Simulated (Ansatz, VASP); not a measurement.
# Ag: VASP beside Ansatz

INCAR

```
PREC = Accurate ; ENCUT = 520
EDIFF = 1E-6 ; ISMEAR = 0
SIGMA = 0.15 ; LREAL = False
LASPH = True ; NELM = 100
ALGO = Fast ; ISIF = 2
LWAVE = False ; LCHARG = False
GGA = PS ; NBANDS = 42
```

Contents of KPOINTS:

```
Automatic mesh
0
Gamma
  24 24 5
```

Contents of POSCAR:

```
Ag
1.0
   -2.8670626753      0.0000000000      0.0000000000
   -1.4335313377     -2.4829491111      0.0000000000
    0.0000000000      0.0000000000     14.0721448197
Ag
6
Direct
    0.3333333333      0.3333333333      0.0833333333
    0.3333333333      0.3333333333      0.4166666667
    0.3333333333      0.3333333333      0.7500000000
    0.6666666667      0.6666666667      0.2500000000
    0.6666666667      0.6666666667      0.5833333333
    0.6666666667      0.6666666667      0.9166666667
```

Input for Ansatz:

```yaml
crystal:
  lattice:
    - [-2.8670626753, 0.0, 0.0]
    - [-1.4335313377, -2.4829491111, 0.0]
    - [0.0, 0.0, 14.0721448197]
  atoms:
    - { symbol: Ag, position: [0.3333333333, 0.3333333333, 0.0833333333] }
    - { symbol: Ag, position: [0.3333333333, 0.3333333333, 0.4166666667] }
    - { symbol: Ag, position: [0.3333333333, 0.3333333333, 0.75] }
    - { symbol: Ag, position: [0.6666666667, 0.6666666667, 0.25] }
    - { symbol: Ag, position: [0.6666666667, 0.6666666667, 0.5833333333] }
    - { symbol: Ag, position: [0.6666666667, 0.6666666667, 0.9166666667] }
basis:
  ecutwfc: 420
kpoints:
  mp_grid: { grid: [24, 24, 5] }
hamiltonian:
  xc: pbesol
scf:
  occupations: { method: gaussian, width: 0.15 }
output:
  forces: true
  stress: true
  eigenvalues: true
  write_density: true
  write_potential: true
  elf: true
  volumetric_format: npy
```

Alike in both runs: task single point; functional PBEsol; k mesh 24 × 24 × 5; occupations gaussian, width 0.15 eV; no spin polarisation.

```csv
,VASP,Ansatz
version,VASP 6.6.1,Ansatz 0.2.0
potentials or method,"VASP PAW PBE potentials, release 64 (Ag), cutoff 520 eV","scalar-relativistic, plane waves, PAW"
valence electrons in the cell,66,114
```

```tsv
	VASP	Ansatz	Ansatz less VASP
gap on the k mesh at the Fermi level (eV)	none	none	-
pressure (GPa)	-0.3	-0.1	+0.24
traceless stress, the component that is largest in VASP (GPa)	0.31	0.31	+0.003
```

VASP's potentials were made for PBE, not for PBEsol. A gap of «none» marks a metal or a gap that the smearing closes. VASP's potentials hold 66 valence electrons a cell and Ansatz's 114, so a difference there can come from the potentials and not from the codes.
